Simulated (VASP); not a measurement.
# Ta4C3 (R3m) in VASP: single point with PBEsol

Aim: the single point of Ta4C3 with PBEsol.

All numbers are computed with VASP 6.6.1; they aren't measurements. Logs are shortened: lines on timing, memory, paths and dates and some standing lists are left out, and cuts for length are marked.

### Step 1. The cell of the first run

Symmetry: R3m, No. 160, trigonal system. The conventional cell has a = 3.103 Å, b = 3.103 Å, c = 30.494 Å, α = 90.00°, β = 90.00°, γ = 120.00°. Within 3.3 Å of Ta (site symmetry 3m) lie 6 C at 2.24 to 2.25 Å and 12 Ta at 3.08 to 3.22 Å. Ta (site symmetry 3m) has 3 C at 2.14 Å within 2.8 Å. Within 2.9 Å of Ta (site symmetry 3m) lie 3 C at 2.17 Å. Ta (site symmetry 3m) has 6 C at 2.19 to 2.22 Å within 2.9 Å. C (site symmetry 3m) has 6 Ta at 2.17 to 2.19 Å within 2.9 Å. C (site symmetry 3m) has 6 Ta at 2.14 to 2.24 Å and 1 C at 2.70 Å within 2.8 Å. C (site symmetry 3m) has 6 Ta at 2.22 to 2.25 Å and 1 C at 2.70 Å within 2.9 Å.

### Step 2. Single point, PBEsol

Contents of INCAR:

```
SYSTEM = Ta4C3
ALGO = Normal ; EDIFF = 1E-6
ENCUT = 520 ; GGA = PS
ISIF = 2 ; ISMEAR = 0
ISYM = 0 ; LASPH = .True.
LCHARG = .False. ; LREAL = .False.
LWAVE = .False. ; NBANDS = 37
NELM = 60 ; PREC = Accurate
SIGMA = 0.15
```

Contents of KPOINTS:

```
k-points
0
Gamma
  14 14 4
  0 0 0
```

Contents of POSCAR:

```
Ta4C3
1.0
   -3.1032734570      0.0000000000      0.0000000000
   -1.5516367285     -2.6875136487      0.0000000000
    1.5516367285      0.8958378829     10.1645109918
Ta C
4 3
Direct
    0.3733722062      0.3733722062      0.1201166186
    0.6244616004      0.6244616004      0.8733848013
    0.2096180962      0.2096180962      0.6288542887
    0.7943974378      0.7943974378      0.3831923133
    0.5025935053      0.5025935053      0.5077805159
    0.9960170753      0.9960170753      0.9880512258
    0.0845400888      0.0845400888      0.2536202664
```

Potentials or basis: VASP PAW PBE potentials, release 64 (Ta_pv, C).

Launch:

```bash
> cat potpaw_PBE.64/Ta_pv/POTCAR potpaw_PBE.64/C/POTCAR > POTCAR
> mpirun -np 1 vasp_std > vasp.out
```

OUTCAR:

```text
SYSTEM = Ta4C3
   EDIFF = 1E-6
   ENCUT = 520
   GGA = PS
   ISIF = 2
   ISMEAR = 0
   ISYM = 0
   LASPH = .True.
   LREAL = .False.
   NELM = 60
   PREC = Accurate

 ion  position               nearest neighbor table
   1  0.373  0.373  0.120-   6 2.24   6 2.24   6 2.24   7 2.25   7 2.25   7 2.25   2 3.08   2 3.08
                             2 3.08   4 3.22   4 3.22   4 3.22
   2  0.624  0.624  0.873-   6 2.14   6 2.14   6 2.14   3 3.06   3 3.06   3 3.06   1 3.08   1 3.08
                             1 3.08
   3  0.210  0.210  0.629-   5 2.17   5 2.17   5 2.17   2 3.06   2 3.06   2 3.06   4 3.07   4 3.07
                             4 3.07
   4  0.794  0.794  0.383-   5 2.19   5 2.19   5 2.19   7 2.22   7 2.22   7 2.22   3 3.07   3 3.07
                             3 3.07   1 3.22   1 3.22   1 3.22
   5  0.503  0.503  0.508-   3 2.17   3 2.17   3 2.17   4 2.19   4 2.19   4 2.19
   6  0.996  0.996  0.988-   2 2.14   2 2.14   2 2.14   1 2.24   1 2.24   1 2.24
   7  0.085  0.085  0.254-   4 2.22   4 2.22   4 2.22   1 2.25   1 2.25   1 2.25

IMPORTANT INFORMATION: All symmetrisations will be switched off!
NOSYMM: (Re-)initialisation of all symmetry stuff for point group C_1.

----------------------------------------------------------------------------------------

                                     Primitive cell

  volume of cell :      84.7729

  direct lattice vectors                    reciprocal lattice vectors
    -3.103273457  0.000000000  0.000000000    -0.322240374  0.186045567  0.032793839
    -1.551636728 -2.687513649  0.000000000     0.000000000 -0.372091134  0.032793839
     1.551636728  0.895837883 10.164510992     0.000000000  0.000000000  0.098381516

  length of vectors
     3.103273457  3.103273457 10.321210479     0.373533462  0.373533462  0.098381516

  position of ions in fractional coordinates (direct lattice)
     0.373372206  0.373372206  0.120116619
     0.624461600  0.624461600  0.873384801
     0.209618096  0.209618096  0.628854289
     0.794397438  0.794397438  0.383192313
     0.502593505  0.502593505  0.507780516
     0.996017075  0.996017075  0.988051226
     0.084540089  0.084540089  0.253620266

  ion indices of the primitive-cell ions
   primitive index   ion index
                 1           1
                 2           2
                 3           3
                 4           4
                 5           5
                 6           6
                 7           7

----------------------------------------------------------------------------------------

 KPOINTS: k-points

Automatic generation of k-mesh.
 Grid dimensions read from file:
 generate k-points for:   14   14    4

 Generating k-lattice:

  Cartesian coordinates                     Fractional coordinates (reciprocal lattice)
    -0.023017170  0.013288969  0.002342417     0.071428571  0.000000000  0.000000000
     0.000000000 -0.026577938  0.002342417     0.000000000  0.071428571  0.000000000
     0.000000000  0.000000000  0.024595379     0.000000000  0.000000000  0.250000000

  Length of vectors
     0.026680962  0.026680962  0.024595379

  Shift w.r.t. Gamma in fractional coordinates (k-lattice)
     0.000000000  0.000000000  0.000000000

 -----------------------------------------------------------------------------
|                                                                             |
|           W    W    AA    RRRRR   N    N  II  N    N   GGGG   !!!           |
|           W    W   A  A   R    R  NN   N  II  NN   N  G    G  !!!           |
|           W    W  A    A  R    R  N N  N  II  N N  N  G       !!!           |
|           W WW W  AAAAAA  RRRRR   N  N N  II  N  N N  G  GGG   !            |
|           WW  WW  A    A  R   R   N   NN  II  N   NN  G    G                |
|           W    W  A    A  R    R  N    N  II  N    N   GGGG   !!!           |
|                                                                             |
|     Your reciprocal lattice and k-lattice belong to different lattice       |
|     classes:                                                                |
|                                                                             |
|        The reciprocal lattice is rhombohedral (trigonal),                   |
|        whereas your k-lattice is base-centered monoclinic.                  |
|                                                                             |
|     Results are often still useful ...                                      |
|                                                                             |
 -----------------------------------------------------------------------------

 WARNING: IBZKPT: internal override: KBLOWUP is changed to .FALSE.
      ... skipping the blow-up phase ...

 Subroutine IBZKPT returns following result:
 ===========================================

 Found    396 irreducible k-points:

 Following reciprocal coordinates:
            Coordinates               Weight
  0.000000  0.000000  0.000000      1.000000
  0.071429  0.000000  0.000000      2.000000
  0.142857  0.000000  0.000000      2.000000
  0.214286 -0.000000  0.000000      2.000000
  0.285714  0.000000  0.000000      2.000000
  0.357143  0.000000 -0.000000      2.000000
[... 16 lines left out ...]
  0.000000  0.142857  0.000000      2.000000
  0.071429  0.142857  0.000000      2.000000
 [... further k-points ...]
   k-points           NKPTS =    396   k-points in BZ     NKDIM =    396   number of bands    NBANDS=     37
   number of dos      NEDOS =    301   number of ions     NIONS =      7
   total plane-waves  NPLWV =  46080
   dimension x,y,z NGX =    24 NGY =   24 NGZ =   80
   dimension x,y,z NGXF=    48 NGYF=   48 NGZF=  160
   ions per type =               4   3
   NGX,Y,Z   is equivalent  to a cutoff of  12.86, 12.86, 12.89 a.u.
   NGXF,Y,Z  is equivalent  to a cutoff of  25.71, 25.71, 25.77 a.u.
 SYSTEM =  Ta4C3
   PREC   = accura    normal or accurate (medium, high low for compatibility)
   ISTART =      0    job   : 0-new  1-cont  2-samecut
   ICHARG =      2    charge: 1-file 2-atom 10-const
   ISPIN  =      1    spin polarized calculation?
   LNONCOLLINEAR =      F non collinear calculations
   LSORBIT =      F    spin-orbit coupling
   LASPH  =      T    aspherical Exc in radial PAW
   ENCUT  =  520.0 eV  38.22 Ry    6.18 a.u.   5.77  5.77 19.19*2*pi/ulx,y,z
   NELM   =     60;   NELMIN=  2; NELMDL= -5     # of ELM steps
   EDIFF  = 0.1E-05   stopping-criterion for ELM
   LREAL  =      F    real-space projection
   EDIFFG = 0.1E-04   stopping-criterion for IOM
   NSW    =      0    number of steps for IOM
   IBRION =     -1    ionic relax: 0-MD 1-quasi-New 2-CG
   NFREE  =      0    steps in history (QN), initial steepest desc. (CG)
   ISIF   =      2    stress and relaxation
   ISYM   =      0    0-nonsym 1-usesym 2-fastsym
   POTIM  = 0.5000    time-step for ionic-motion
   TEBEG  =    0.0;   TEEND  =   0.0 temperature during run
   PSTRESS=    0.0 pullay stress
   NELECT =      56.0000    total number of electrons
   NUPDOWN=      -1.0000    fix difference up-down
   EMIN   =  10.00;   EMAX   =-10.00  energy-range for DOS
   EFERMI =   0.00;   METHOD = LEGACY
   ISMEAR =     0;   SIGMA  =   0.15  broadening in eV -4-tet -1-fermi 0-gaus
   EFERMI_NEDOS =   21; number of points for ismear=-14 and -15
   IALGO  =     38    algorithm
   IMIX   =      4    mixing-type and parameters
     AMIX     =   0.40;   BMIX     =  1.00
     AMIX_MAG =   1.60;   BMIX_MAG =  1.00
  volume/ion in A,a.u.               =      12.11        81.73
  Fermi-wavevector in a.u.,A,eV,Ry     =   1.425778  2.694329 27.658489  2.032842
  Thomas-Fermi vector in A             =   2.546125
   LORBIT       =      0    0 simple, 1 ext, 2 COOP (PROOUT), +10 PAW based schemes
   GGA     = PS    functional components
   LHFCALC =     F    Hartree Fock is set to
   AEXX    =    0.0000 exact exchange contribution
   IVDW    =     0    specifies the selected vdW correction
   LEPSILON=     F    determine dielectric tensor
   LRPA    =     F    only Hartree local field effects (RPA)
 non-spin polarized calculation
 Gauss-broadening in eV      SIGMA  =   0.15
  energy-cutoff  :      520.00
  volume of cell :       84.77
 maximum number of plane-waves:      2300
   NGX = 11   NGY = 11   NGZ = 39

 number of electron      56.0000004 magnetization

 Free energy of the ion-electron system (eV)
  ---------------------------------------------------
  ext. energy  EPLUGINS =         0.00000000
  ---------------------------------------------------
  free energy    TOTEN  =       -83.53433083 eV

  energy without entropy =      -83.51358043  energy(sigma->0) =      -83.52395563

 E-fermi :   7.3311     XC(G=0): -13.1488

 val. band max:        7.3272234414   @ k =  -0.1429  -0.1429   0.2500
 cond. band min:       7.3314226101   @ k =  -0.0714   0.0714   0.2500
 fundamental gap:      0.0041991687
 Fermi energy:         7.3310761482

 k-point     1 :       0.0000    0.0000    0.0000
  band No.  band energies     occupation
      1     -27.9711      2.00000
      2     -27.6350      2.00000
      3     -27.4478      2.00000
      4     -27.4477      2.00000
      5     -27.2410      2.00000
      6     -27.2235      2.00000
[... 29 lines left out ...]
     36       9.9145      0.00000
     37       9.9152      0.00000

 k-point     2 :       0.0714    0.0000    0.0000
  band No.  band energies     occupation
      1     -27.9604      2.00000
      2     -27.6338      2.00000
      3     -27.4815      2.00000
      4     -27.4554      2.00000
      5     -27.2731      2.00000
      6     -27.2311      2.00000
[... 29 lines left out ...]
     36      10.2133      0.00000
     37      10.2643      0.00000

 k-point     3 :       0.1429    0.0000    0.0000
  band No.  band energies     occupation
      1     -27.9305      2.00000
      2     -27.6412      2.00000
      3     -27.5637      2.00000
      4     -27.4769      2.00000
      5     -27.3581      2.00000
      6     -27.2522      2.00000
[... 29 lines left out ...]
     36      10.5681      0.00000
     37      10.6088      0.00000

 k-point     4 :       0.2143   -0.0000    0.0000
  band No.  band energies     occupation
      1     -27.8880      2.00000
      2     -27.7296      2.00000
      3     -27.6093      2.00000
      4     -27.5078      2.00000
      5     -27.4702      2.00000
      6     -27.2826      2.00000
[... 29 lines left out ...]
     36      10.7452      0.00000
     37      10.8687      0.00000
[... 683 lines left out ...]
      1     -27.9404      2.00000
      2     -27.6352      2.00000
      3     -27.5389      2.00000
      4     -27.4714      2.00000
      5     -27.3296      2.00000
      6     -27.2488      2.00000
[... 29 lines left out ...]
     36      10.3283      0.00000
     37      10.7212      0.00000

 k-point    23 :       0.0000    0.1429    0.0000
  band No.  band energies     occupation
      1     -27.9305      2.00000
      2     -27.6412      2.00000
      3     -27.5637      2.00000
      4     -27.4769      2.00000
      5     -27.3581      2.00000
      6     -27.2522      2.00000
[... 29 lines left out ...]
     36      10.5681      0.00000
     37      10.6087      0.00000

 k-point    24 :       0.0714    0.1429    0.0000
  band No.  band energies     occupation
      1     -27.9397      2.00000
      2     -27.6371      2.00000
      3     -27.5386      2.00000
      4     -27.4714      2.00000
      5     -27.3290      2.00000
      6     -27.2488      2.00000
[... 29 lines left out ...]
     36      10.3133      0.00000
     37      10.7202      0.00000

 [... further k-points ...]
[... 5 lines left out ...]
  --------------------------------------------------------------------------------------
  -------------------------------------------------------------------------------------
  Total        0.3851550      0.3794789      0.2976947      0.0049115     -0.0048123     -0.0083410
  in kB        7.2792889      7.1720110      5.6263196      0.0928257     -0.0909509     -0.1576417
  external PRESSURE =       6.6925399 kB  Pullay stress =       0.0000000 kB

 VOLUME and BASIS-vectors are now :
 -----------------------------------------------------------------------------
  energy-cutoff  :      520.00
  volume of cell :       84.77
      direct lattice vectors                 reciprocal lattice vectors
    -3.103273457  0.000000000  0.000000000    -0.322240374  0.186045567  0.032793839
    -1.551636728 -2.687513649  0.000000000     0.000000000 -0.372091134  0.032793839
     1.551636728  0.895837883 10.164510992     0.000000000  0.000000000  0.098381516

 POSITION                                       TOTAL-FORCE (eV/Angst)
 -----------------------------------------------------------------------------------
     -1.55164     -0.89584      1.22093        -0.001626     -0.000938      0.026567
     -1.55164     -0.89584      8.87753        -0.000103     -0.000059     -0.064192
      0.00000      0.00000      6.39200         0.000590      0.000341      0.047211
     -3.10327     -1.79168      3.89496         0.001190      0.000687      0.005302
     -1.55164     -0.89584      5.16134        -0.000387     -0.000223      0.008464
     -3.10327     -1.79168     10.04306         0.000687      0.000397     -0.014981
      0.00000      0.00000      2.57793        -0.000353     -0.000205     -0.008372
 -----------------------------------------------------------------------------------
    total drift:                                0.000021      0.000010      0.000019

  FREE ENERGIE OF THE ION-ELECTRON SYSTEM (eV)
  ---------------------------------------------------
  free  energy   TOTEN  =       -83.5343308283 eV

  energy  without entropy=      -83.5135804279  energy(sigma->0) =      -83.52395563
```

Run time: 8.4 min. Hardware: 1 thread of Intel Xeon 6975P-C (Granite Rapids), shared host; peak memory 0.91 GiB.

What came out:

* Free energy: -83.5343 eV
* Pressure: 0.7 GPa
* Largest force: 0.064 eV/Å
* Band gap on the k mesh: zero (bands 28 and 29 overlap by 0.19 eV)

Forces on the atoms (eV/Å):
```
Ta  -0.002 -0.001  0.027
Ta   0.000  0.000 -0.064
Ta   0.001  0.000  0.047
Ta   0.001  0.001  0.005
C    0.000  0.000  0.008
C    0.001  0.000 -0.015
C    0.000  0.000 -0.008
```

Caveat: the PAW data sets were made with another functional, which shifts forces and pressure a little; spin-orbit coupling is left out, which moves the levels of the heavy elements.
